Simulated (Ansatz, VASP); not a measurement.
## BaS in VASP and in Ansatz

File INCAR:

```
PREC = Accurate
ENCUT = 520
EDIFF = 1E-7
ISMEAR = -1
SIGMA = 0.01
LREAL = False
LASPH = True
NELM = 80
ALGO = Normal
ISIF = 2
LWAVE = False
LCHARG = False
NBANDS = 15
```

The input KPOINTS:

```
Automatic mesh
0
Gamma
  7 7 7
```

POSCAR

```
BaS
1.0
   -0.0319375000      3.1777812500      3.1777812500
    3.1777812500     -0.0319375000      3.1777812500
    3.1777812500      3.1777812500     -0.0319375000
Ba S
1 1
Direct
    0.0000000000      0.0000000000      0.0000000000
    0.5000000000      0.5000000000      0.5000000000
```

Input for Ansatz:

```yaml
crystal:
  lattice:
    - [-0.0319375, 3.17778125, 3.17778125]
    - [3.17778125, -0.0319375, 3.17778125]
    - [3.17778125, 3.17778125, -0.0319375]
  atoms:
    - { symbol: Ba, position: [0.0, 0.0, 0.0] }
    - { symbol: S, position: [0.5, 0.5, 0.5] }
kpoints:
  mp_grid: { grid: [7, 7, 7] }
  band_path:
    path:
      - [0.0, 0.0, 0.0]
      - [0.5, 0.5, 0.5]
      - [0.2525443832, 0.5, 0.7474556168]
      - [-0.2525443832, 0.2525443832, 0.5]
      - [0.0, 0.0, 0.5]
      - [0.0, 0.0, 0.0]
      - [-0.3762721916, 0.0, 0.3762721916]
      - [0.0, 0.3762721916, 0.6237278084]
      - [0.0, 0.5, 0.5]
    npoints: 5
scf:
  occupations: { method: fermi_dirac, width: 0.01 }
hamiltonian:
  xc: lda
  pseudopotentials: { kind: all_electron, lapw: { basis_error: 0.00025 } }
output:
  forces: true
  stress: true
  eigenvalues: true
```

Change from the starting cell: equal xy, yz and zx shear strains of -1 %.

Alike in both runs: task single point; functional LDA; k mesh 7 × 7 × 7; occupations fermi-dirac, width 0.01 eV; no spin polarisation.

```csv
,VASP,Ansatz
version,VASP 6.6.1,Ansatz 0.2.0
potentials or method,"VASP PAW LDA potentials, release 64 (Ba_sv, S), cutoff 520 eV","all-electron LAPW, scalar-relativistic"
```

```csv
,VASP,Ansatz,Ansatz less VASP
gap on the k mesh at the Fermi level (eV),1.94,2.04,+0.103
pressure (GPa),-1.8,-2.5,-0.63
"traceless stress, the component that is largest in VASP (GPa)",0.19,0.19,+0.001
```

LDA's correlation is that of Perdew and Zunger in VASP and of Perdew and Wang (1992) in Ansatz. Ansatz ran all-electron here, and VASP with PAW potentials.

Spin-orbit coupling is off throughout.
